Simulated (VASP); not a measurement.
Crystal: Pt.

```
Pt
1.0
     2.77405    0.00000    0.00000
    -1.38702    2.40239    0.00000
     0.00000    0.00000    9.06004
Pt
4
Direct
  0.00000 0.00000 0.00000
  0.00000 0.00000 0.50000
  0.33333 0.66667 0.25000
  0.66667 0.33333 0.75000
```

```yaml
Program: VASP 6.6.1
Task: relaxation of cell and atoms
Functional: PBEsol
Potentials_or_basis: VASP PAW PBE potentials, release 64 (Pt)
Cutoff: 600 eV
k_mesh: 13 × 13 × 4
Occupations: fermi-dirac, width 0.1 eV
Spin: no spin polarisation
```

At the start: pressure -0.3 GPa; volume 15.09 Å³/atom.

Problem. Where does the relaxation end?

Solution. Over 5 steps the energy falls by 2.1 meV/atom and the volume is 15.08 Å³/atom (-0.1 %); space group P6_3/mmc (No. 194, to 0.05 Å).

Step by step:
```
step  energy change (eV)  largest force (eV/Å)  pressure (GPa)  volume (Å³)
   1              0.0000                0.0000           -0.30        60.38
   2             -0.0072                0.0000            0.89        60.13
   3             -0.0074                0.0000            1.09        60.09
   4             -0.0031                0.0000           -2.50        60.88
   5             -0.0084                0.0000            0.01        60.32
```

Final structure:
```
Pt
1.0
     2.75473    0.00000    0.00000
    -1.37736    2.38567    0.00000
     0.00000    0.00000    9.17864
Pt
4
Direct
  0.00000 0.00000 0.00000
  0.00000 0.00000 0.50000
  0.33333 0.66667 0.25000
  0.66667 0.33333 0.75000
```

Caveat: the PAW data sets were made with another functional, which shifts forces and pressure a little.
